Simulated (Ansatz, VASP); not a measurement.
GaAs in VASP and in Ansatz

The input POSCAR:

```
GaAs
1.0
    0.0000000000      2.8332036537      2.8473696720
    2.8332036537      0.0000000000      2.8473696720
    2.8332036537      2.8332036537      0.0000000000
Ga As
1 1
Direct
    0.0000000000      0.0000000000      0.0000000000
    0.7500000000      0.7500000000      0.7500000000
```

INCAR.step1

```
SYSTEM = GaAs
PREC = Accurate
ENCUT = 520
ISMEAR = 0
SIGMA = 0.05
LREAL = .FALSE.
LASPH = .TRUE.
NELM = 80
NBANDS = 16
GGA = PE
ALGO = Normal
EDIFF = 1E-4
LWAVE = .TRUE.
LCHARG = .FALSE.
```

File INCAR.step2:

```
SYSTEM = GaAs
PREC = Accurate
ENCUT = 520
EDIFF = 1E-6
ISMEAR = 0
SIGMA = 0.05
LREAL = .FALSE.
LASPH = .TRUE.
NELM = 80
ALGO = Normal
ISIF = 2
LWAVE = .FALSE.
LCHARG = .FALSE.
METAGGA = R2SCAN
LMIXTAU = .TRUE.
NBANDS = 16
ISTART = 1
```

File KPOINTS:

```
Automatic mesh
0
G
  8 8 8
  0 0 0
```

Input for Ansatz:

```yaml
crystal:
  lattice:
    - [0.0, 2.8332036537, 2.847369672]
    - [2.8332036537, 0.0, 2.847369672]
    - [2.8332036537, 2.8332036537, 0.0]
  atoms:
    - { symbol: Ga, position: [0.0, 0.0, 0.0] }
    - { symbol: As, position: [0.75, 0.75, 0.75] }
basis:
  ecutwfc: 500
kpoints:
  mp_grid: { grid: [8, 8, 8] }
hamiltonian:
  xc: r2scan
scf:
  occupations: { method: gaussian, width: 0.05 }
output:
  forces: true
  stress: true
  eigenvalues: true
```

Change from the starting cell: strain +0.0050 x Voigt [0, 0, 1, 0, 0, 0], atoms carried along.

Alike in both runs: task single point; functional r2SCAN; k mesh 8 × 8 × 8; occupations gaussian, width 0.05 eV; no spin polarisation.

|  | VASP | Ansatz |
| --- | --- | --- |
| version | VASP 6.6.1 | Ansatz 0.2.0 |
| potentials or method | VASP PAW PBE potentials, release 64 (Ga_d, As), cutoff 520 eV | scalar-relativistic, plane waves, PAW |
| valence electrons in the cell | 18 | 28 |

Ansatz gave:

```
gap on the k mesh at the Fermi level (eV)                     : 0.91
least direct gap on the mesh (eV)                             : 0.91
pressure (GPa)                                                : -0.4
traceless stress, the component that is largest in VASP (GPa) : -0.23
```

Task: Which values does VASP return?

Result: gap on the k mesh at the Fermi level (eV): 0.89; least direct gap on the mesh (eV): 0.89; pressure (GPa): -0.2; traceless stress, the component that is largest in VASP (GPa): -0.22.

VASP's potentials were made for PBE, not for r2SCAN. VASP's potentials hold 18 valence electrons a cell and Ansatz's 28, so a difference there can come from the potentials and not from the codes.
